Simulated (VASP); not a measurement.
# AlGeIr3 (P6/mmm) in VASP: notebook, part 2 of 3

VASP 6.6.1. The steps go on from the part before.

**3. Single point, PBE**

This run uses another cell than the first one, of 23.18 Å³/atom.

INCAR reads:

```
PREC = Accurate ; ENCUT = 520
EDIFF = 1E-6 ; ISMEAR = 0
SIGMA = 0.1 ; LREAL = F
LASPH = T ; NELM = 60
ALGO = Normal ; ISIF = 2
LWAVE = F ; LCHARG = F
GGA = PE ; NBANDS = 30
```

KPOINTS reads:

```
regular mesh
0
Gamma
  6 6 4
```

POSCAR reads:

```
AlGeIr3
1.0
    5.1481307079      0.0000000000      0.0000000000
   -2.5740653539      4.4584119750      0.0000000000
    0.0000000000      0.0000000000      5.0495792248
Al Ge Ir
1 1 3
Direct
    0.0000000000      0.0000000000      0.0000000000
    0.0000000000      0.0000000000      0.5000000000
    0.5000000000      0.0000000000      0.5000000000
    0.0000000000      0.5000000000      0.5000000000
    0.5000000000      0.5000000000      0.5000000000
```

Potentials or basis: VASP PAW PBE potentials, release 64 (Al, Ge_d, Ir).

The run is started by

```bash
> cat potpaw_PBE.64/Al/POTCAR potpaw_PBE.64/Ge_d/POTCAR potpaw_PBE.64/Ir/POTCAR > POTCAR
> mpirun -np 1 vasp_std > vasp.out
```

OUTCAR:

```text
PREC = Accurate
   ENCUT = 520
   EDIFF = 1E-6
   ISMEAR = 0
   LREAL = F
   LASPH = T
   NELM = 60
   ISIF = 2
   GGA = PE

 ion  position               nearest neighbor table
   1  0.000  0.000  0.000-   2 2.52   2 2.52
   2  0.000  0.000  0.500-   1 2.52   1 2.52   4 2.57   4 2.57   5 2.57   5 2.57   3 2.57   3 2.57

   3  0.500  0.000  0.500-   5 2.57   5 2.57   4 2.57   4 2.57   2 2.57   2 2.57
   4  0.000  0.500  0.500-   2 2.57   2 2.57   3 2.57   3 2.57   5 2.57   5 2.57
   5  0.500  0.500  0.500-   3 2.57   3 2.57   2 2.57   2 2.57   4 2.57   4 2.57

  LATTYP: Found a hexagonal cell.
 ALAT       =     5.1481307079
 C/A-ratio  =     0.9808568413

  Lattice vectors:

 A1 = (   5.1481307079,   0.0000000000,   0.0000000000)
 A2 = (  -2.5740653539,   4.4584119750,   0.0000000000)
 A3 = (   0.0000000000,   0.0000000000,   5.0495792248)

Analysis of symmetry for initial positions (statically):
=====================================================================
 Subroutine PRICEL returns:
 Original cell was already a primitive cell.

 Routine SETGRP: Setting up the symmetry group for a
 hexagonal supercell.

 Subroutine GETGRP returns: Found 24 space group operations
 (whereof 24 operations were pure point group operations)
 out of a pool of 24 trial point group operations.

The static configuration has the point symmetry D_6h.

Analysis of symmetry for dynamics (positions and initial velocities):
=====================================================================
 Subroutine PRICEL returns:
 Original cell was already a primitive cell.

 Routine SETGRP: Setting up the symmetry group for a
 hexagonal supercell.

 Subroutine GETGRP returns: Found 24 space group operations
 (whereof 24 operations were pure point group operations)
 out of a pool of 24 trial point group operations.

The dynamic configuration has the point symmetry D_6h.

 Subroutine INISYM returns: Found 24 space group operations
 (whereof 24 operations are pure point group operations),
 and found     1 'primitive' translations

----------------------------------------------------------------------------------------

                                     Primitive cell

  volume of cell :     115.9004

  direct lattice vectors                    reciprocal lattice vectors
     5.148130708  0.000000000  0.000000000     0.194245262  0.112147555  0.000000000
    -2.574065354  4.458411975  0.000000000     0.000000000  0.224295109  0.000000000
     0.000000000  0.000000000  5.049579225     0.000000000  0.000000000  0.198036303

  length of vectors
     5.148130708  5.148130708  5.049579225     0.224295109  0.224295109  0.198036303

  position of ions in fractional coordinates (direct lattice)
     0.000000000  0.000000000  0.000000000
     0.000000000  0.000000000  0.500000000
     0.500000000  0.000000000  0.500000000
     0.000000000  0.500000000  0.500000000
     0.500000000  0.500000000  0.500000000

  ion indices of the primitive-cell ions
   primitive index   ion index
                 1           1
                 2           2
                 3           3
[... 23 lines left out ...]

 Subroutine IBZKPT returns following result:
 ===========================================

 Found     21 irreducible k-points:

 Following reciprocal coordinates:
            Coordinates               Weight
  0.000000  0.000000  0.000000      1.000000
  0.166667 -0.000000  0.000000      6.000000
  0.333333  0.000000  0.000000      6.000000
  0.500000 -0.000000  0.000000      3.000000
  0.166667  0.166667  0.000000      6.000000
  0.333333  0.166667  0.000000     12.000000
[... 13 lines left out ...]
  0.333333  0.166667  0.500000     12.000000
  0.333333  0.333333  0.500000      2.000000
   k-points           NKPTS =     21   k-points in BZ     NKDIM =     21   number of bands    NBANDS=     30
   number of dos      NEDOS =    301   number of ions     NIONS =      5
   total plane-waves  NPLWV =  64000
   dimension x,y,z NGX =    40 NGY =   40 NGZ =   40
   dimension x,y,z NGXF=    80 NGYF=   80 NGZF=   80
   ions per type =               1   1   3
   NGX,Y,Z   is equivalent  to a cutoff of  12.92, 12.92, 13.17 a.u.
   NGXF,Y,Z  is equivalent  to a cutoff of  25.83, 25.83, 26.34 a.u.
 SYSTEM =  unknown system
   PREC   = accura    normal or accurate (medium, high low for compatibility)
   ISTART =      0    job   : 0-new  1-cont  2-samecut
   ICHARG =      2    charge: 1-file 2-atom 10-const
   ISPIN  =      1    spin polarized calculation?
   LNONCOLLINEAR =      F non collinear calculations
   LSORBIT =      F    spin-orbit coupling
   LASPH  =      T    aspherical Exc in radial PAW
   ENCUT  =  520.0 eV  38.22 Ry    6.18 a.u.   9.57  9.57  9.39*2*pi/ulx,y,z
   NELM   =     60;   NELMIN=  2; NELMDL= -5     # of ELM steps
   EDIFF  = 0.1E-05   stopping-criterion for ELM
   LREAL  =      F    real-space projection
   EDIFFG = 0.1E-04   stopping-criterion for IOM
   NSW    =      0    number of steps for IOM
   IBRION =     -1    ionic relax: 0-MD 1-quasi-New 2-CG
   NFREE  =      0    steps in history (QN), initial steepest desc. (CG)
   ISIF   =      2    stress and relaxation
   ISYM   =      2    0-nonsym 1-usesym 2-fastsym
   POTIM  = 0.5000    time-step for ionic-motion
   TEBEG  =    0.0;   TEEND  =   0.0 temperature during run
   PSTRESS=    0.0 pullay stress
   NELECT =      44.0000    total number of electrons
   NUPDOWN=      -1.0000    fix difference up-down
   EMIN   =  10.00;   EMAX   =-10.00  energy-range for DOS
   EFERMI =   0.00;   METHOD = LEGACY
   ISMEAR =     0;   SIGMA  =   0.10  broadening in eV -4-tet -1-fermi 0-gaus
   EFERMI_NEDOS =   21; number of points for ismear=-14 and -15
   IALGO  =     38    algorithm
   IMIX   =      4    mixing-type and parameters
     AMIX     =   0.40;   BMIX     =  1.00
     AMIX_MAG =   1.60;   BMIX_MAG =  1.00
  volume/ion in A,a.u.               =      23.18       156.43
  Fermi-wavevector in a.u.,A,eV,Ry     =   1.185398  2.240077 19.118467  1.405168
  Thomas-Fermi vector in A             =   2.321592
   LORBIT       =      0    0 simple, 1 ext, 2 COOP (PROOUT), +10 PAW based schemes
   GGA     = PE    functional components
   LHFCALC =     F    Hartree Fock is set to
   AEXX    =    0.0000 exact exchange contribution
   IVDW    =     0    specifies the selected vdW correction
   LEPSILON=     F    determine dielectric tensor
   LRPA    =     F    only Hartree local field effects (RPA)
 non-spin polarized calculation
 Gauss-broadening in eV      SIGMA  =   0.10
  energy-cutoff  :      520.00
  volume of cell :      115.90
 maximum number of plane-waves:      3141
 NGX is ok and might be reduce to    40
   NGX = 19   NGY = 19   NGZ = 19

 number of electron      43.9999977 magnetization

 Free energy of the ion-electron system (eV)
  ---------------------------------------------------
  ext. energy  EPLUGINS =         0.00000000
  ---------------------------------------------------
  free energy    TOTEN  =       -29.86809282 eV

  energy without entropy =      -29.81691649  energy(sigma->0) =      -29.84250466

 E-fermi :   4.2267     XC(G=0):  -9.9848

 val. band max:        4.2247084470   @ k =   0.1667  -0.0000   0.5000
 cond. band min:       4.2305972476   @ k =   0.0000   0.0000   0.5000
 fundamental gap:      0.0058888007
 Fermi energy:         4.2267407931

 k-point     1 :       0.0000    0.0000    0.0000
  band No.  band energies     occupation
      1     -20.6528      2.00000
      2     -20.5678      2.00000
      3     -20.5678      2.00000
      4     -20.5164      2.00000
      5     -20.5164      2.00000
      6      -7.0659      2.00000
[... 682 lines left out ...]
     29       9.7463      0.00000
     30      10.0773      0.00000

------------------------ aborting loop because EDIFF is reached ----------------------------------------

  FORCE on cell =-STRESS in cart. coord.  units (eV):
  Direction    XX          YY          ZZ          XY          YZ          ZX
  --------------------------------------------------------------------------------------
  -------------------------------------------------------------------------------------
  Total        0.0072025      0.0072025     -0.0677139      0.0000000     -0.0000000      0.0000000
  in kB        0.0995650      0.0995650     -0.9360596      0.0000000     -0.0000000      0.0000000
  external PRESSURE =      -0.2456432 kB  Pullay stress =       0.0000000 kB

 VOLUME and BASIS-vectors are now :
 -----------------------------------------------------------------------------
  energy-cutoff  :      520.00
  volume of cell :      115.90
      direct lattice vectors                 reciprocal lattice vectors
     5.148130708  0.000000000  0.000000000     0.194245262  0.112147555  0.000000000
    -2.574065354  4.458411975  0.000000000     0.000000000  0.224295109  0.000000000
     0.000000000  0.000000000  5.049579225     0.000000000  0.000000000  0.198036303

 POSITION                                       TOTAL-FORCE (eV/Angst)
 -----------------------------------------------------------------------------------
      0.00000      0.00000      0.00000         0.000000      0.000000      0.000000
      0.00000      0.00000      2.52479         0.000000      0.000000      0.000000
      2.57407      0.00000      2.52479        -0.000000      0.000000      0.000000
     -1.28703      2.22921      2.52479         0.000000      0.000000      0.000000
      1.28703      2.22921      2.52479        -0.000000      0.000000      0.000000
 -----------------------------------------------------------------------------------
    total drift:                               -0.000000      0.000000     -0.000000

  FREE ENERGIE OF THE ION-ELECTRON SYSTEM (eV)
  ---------------------------------------------------
  free  energy   TOTEN  =       -29.8680928236 eV

  energy  without entropy=      -29.8169164893  energy(sigma->0) =      -29.84250466
```

stdout:

```text
POSCAR found type information on POSCAR AlGeIr
 POSCAR found :  3 types and       5 ions
 scaLAPACK will be used
 LDA part: xc-table for (Slater+PW92), standard interpolation
 POSCAR, INCAR and KPOINTS ok, starting setup
 FFT: planning ... GRIDC
 FFT: planning ... GRID_SOFT
 FFT: planning ... GRID
 WAVECAR not read
 entering main loop
```

Wall time 65 s (1 thread of AMD EPYC 7R13 (Zen 3), shared host); peak memory 0.25 GiB.

What came out:

```
Free energy            : -29.8681 eV
Pressure               : 0.0 GPa
Band gap on the k mesh : zero (bands 22 and 23 overlap by 0.77 eV)
```

Stress tensor (GPa, compression positive):
```
 0.01  0.00  0.00
 0.00  0.01  0.00
 0.00  0.00 -0.09
```

Caveat: spin-orbit coupling is left out, which moves the levels of the heavy elements.

[end of part 2 of 3]

The gap in the log of VASP goes by the Fermi energy; the results here count the filled bands.